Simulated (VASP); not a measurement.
Input of a VASP 6.6.1 run:

The input INCAR:

```
PREC = Accurate
ENCUT = 520
EDIFF = 1E-6
ISMEAR = 0
SIGMA = 0.1
LREAL = F
LASPH = T
NELM = 80
ALGO = Fast
ISIF = 2
LWAVE = F
LCHARG = F
GGA = PE
NBANDS = 19
```

The input KPOINTS:

```
Automatic mesh
0
Gamma
  9 9 4
```

POSCAR

```
Ti
1.0
    2.8760145008      0.0000000000      0.0000000000
   -1.4380072504      2.4907016193      0.0000000000
    0.0000000000      0.0000000000      4.5979276565
Ti
2
Direct
    0.3333333300      0.6666666700      0.2500000000
    0.6666666700      0.3333333300      0.7500000000
```

Potentials or basis: VASP PAW PBE potentials, release 64 (Ti_sv).

Launch:

```bash
$ cat potpaw_PBE.64/Ti_sv/POTCAR > POTCAR
$ mpirun -np 1 vasp_std > vasp.out
```

Predict the pressure.

6.1 GPa.

What does it give for the band gap on the k mesh?

Zero (band 12 reaches 9.73 eV, above the bottom of band 13 at 8.72 eV).

Stress tensor (GPa, compression positive):
```
6.89 0.00 0.00
0.00 6.89 0.00
0.00 0.00 4.62
```

Caveat: the cell differs from its parent crystal (Cu replaced by Ti, lengths x 1.127, strained).
